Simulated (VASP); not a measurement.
A run of VASP 6.6.1:

File INCAR:

```
PREC = Accurate ; ENCUT = 880
EDIFF = 1E-6 ; ISMEAR = 0
SIGMA = 0.1 ; LREAL = False
LASPH = True ; NELM = 120
ALGO = Normal ; ISIF = 2
LWAVE = False ; LCHARG = True
GGA = PE ; LELF = True
LVHAR = True ; NBANDS = 42
GGA_COMPAT = False
```

File KPOINTS:

```
regular mesh
0
Gamma
  4 4 4
```

The input POSCAR:

```
LiOsRu3
1.0
    3.8792624282      0.0000000000      0.0000000000
    0.0000000000      3.8792624282      0.0000000000
    0.0000000000      0.0000000000      5.5495633440
Li Ru Os
1 3 1
Direct
    0.0000000000      0.0000000000     -0.0854519971
    0.5000000000      0.5000000000      1.0836374112
    0.0000000000      0.5000000000      0.3938744576
    0.5000000000      0.0000000000      0.3938744576
    0.5000000000      0.5000000000      0.6740656707
```

Potentials or basis: VASP PAW PBE potentials, release 64 (Li_sv, Ru_sv, Os_sv_GW).

Command:

```sh
$ cat potpaw_PBE.64/Li_sv/POTCAR potpaw_PBE.64/Ru_sv/POTCAR potpaw_PBE.64/Os_sv_GW/POTCAR > POTCAR
$ mpirun -np 1 vasp_std > vasp.out
```

Hardware: 1 thread of Intel(R) Xeon(R) Platinum 8259CL CPU @ 2.50GHz (Skylake/Cascade Lake), with other jobs on the host.

Task: How long does it take, and how much memory?

Result: It took 2.7 min on 1 thread of Intel(R) Xeon(R) Platinum 8259CL CPU @ 2.50GHz (Skylake/Cascade Lake) (shared host), peak memory 0.36 GiB. Counts: scf iterations 17, k points 18.
